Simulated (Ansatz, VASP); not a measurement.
Zn in VASP and in Ansatz

```
Zn
1.0
     0.00000    2.52521    2.52521
     2.52521    0.00000    2.52521
     2.52521    2.52521    0.00000
Zn
2
Direct
  0.87500 0.87500 0.87500
  0.12500 0.12500 0.12500
```

Change from the starting cell: volume scaled by 0.65, LAPW.

Alike in both runs: task single point; functional PBE; k mesh 12 × 12 × 12; occupations fermi-dirac, width 0.05 eV; no spin polarisation.

|  | VASP | Ansatz |
| --- | --- | --- |
| version | VASP 6.6.1 | Ansatz 0.2.0 |
| potentials or method | VASP PAW PBE potentials, release 64 (Zn), cutoff 520 eV | all-electron LAPW, scalar-relativistic |

|  | VASP | Ansatz | Ansatz less VASP |
| --- | --- | --- | --- |
| pressure (GPa) | 34.4 | 33.6 | -0.81 |

Both programs put the cell under a high pressure, so it lies far from rest at this level. Ansatz ran all-electron here, and VASP with PAW potentials.
